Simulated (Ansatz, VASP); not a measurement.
# MgO in VASP and in Ansatz

File INCAR:

```
SYSTEM = MgO
PREC     = Accurate       ! precision mode
ENCUT    = 520            ! plane-wave cutoff, eV
EDIFF    = 1E-6           ! SCF threshold, eV
ISMEAR   = 0              ! smearing method
SIGMA    = 0.05           ! smearing width, eV
LREAL    = .FALSE.        ! projectors in reciprocal space
LASPH    = .TRUE.         ! aspherical terms in the spheres
NELM     = 60             ! most SCF steps
ALGO     = Normal         ! electronic algorithm
ISIF     = 2              ! what is computed and relaxed
LWAVE    = .FALSE.        ! write WAVECAR
LCHARG   = .FALSE.        ! write CHGCAR
GGA      = PE             ! functional
NBANDS   = 16             ! bands
```

Contents of KPOINTS:

```
Automatic mesh
0
G
  9 9 6
  0 0 0
```

Contents of POSCAR:

```
MgO
1.0
    3.2379000000      0.0000000000      0.0000000000
   -1.6189500000      2.8041036549      0.0000000000
    0.0000000000      0.0000000000      4.7118000000
Mg O
2 2
Direct
    0.3333333333      0.6666666667      0.0063188013
    0.6666666667      0.3333333333      0.5063188013
    0.3333333333      0.6666666667      0.3982811987
    0.6666666667      0.3333333333      0.8982811987
```

Input for Ansatz:

```yaml
crystal:
  lattice:
    - [3.2379, 0.0, 0.0]
    - [-1.61895, 2.8041036549, 0.0]
    - [0.0, 0.0, 4.7118]
  atoms:
    - { symbol: Mg, position: [0.3333333333, 0.6666666667, 0.0063188013] }
    - { symbol: Mg, position: [0.6666666667, 0.3333333333, 0.5063188013] }
    - { symbol: O, position: [0.3333333333, 0.6666666667, 0.3982811987] }
    - { symbol: O, position: [0.6666666667, 0.3333333333, 0.8982811987] }
basis:
  ecutwfc: 520.0
kpoints:
  mp_grid: { grid: [9, 9, 6] }
hamiltonian:
  xc: pbe
  pseudopotentials: { kind: paw, azcp: { folder: soft_1 } }
scf:
  occupations: { method: gaussian, width: 0.05 }
output:
  forces: true
  stress: true
  eigenvalues: true
```

Alike in both runs: task single point; functional PBE; k mesh 9 × 9 × 6; occupations gaussian, width 0.05 eV; no spin polarisation.

|  | VASP | Ansatz |
| --- | --- | --- |
| version | VASP 6.6.1 | Ansatz 0.2.0 |
| potentials or method | VASP PAW PBE potentials, release 64 (Mg, O), cutoff 520 eV | scalar-relativistic, plane waves, PAW |
| valence electrons in the cell | 16 | 32 |

Ansatz gave:

* gap on the k mesh at the Fermi level (eV): 4.03
* least direct gap on the mesh (eV): 4.03
* pressure (GPa): 19.6
* traceless stress, the component that is largest in VASP (GPa): 10.72
* rms of the force components (eV/Å): 0.684

**Question.** What did VASP give for the same quantities?

**Answer.** gap on the k mesh at the Fermi level (eV): 4.02; least direct gap on the mesh (eV): 4.02; pressure (GPa): 19.3; traceless stress, the component that is largest in VASP (GPa): 10.94; rms of the force components (eV/Å): 0.695.

Atom by atom the forces differ by 0.011 eV/Å (rms over components). With one functional, cell and mesh, what is left measures potentials, basis and numerics. VASP's potentials hold 16 valence electrons a cell and Ansatz's 32, so a difference there can come from the potentials and not from the codes.
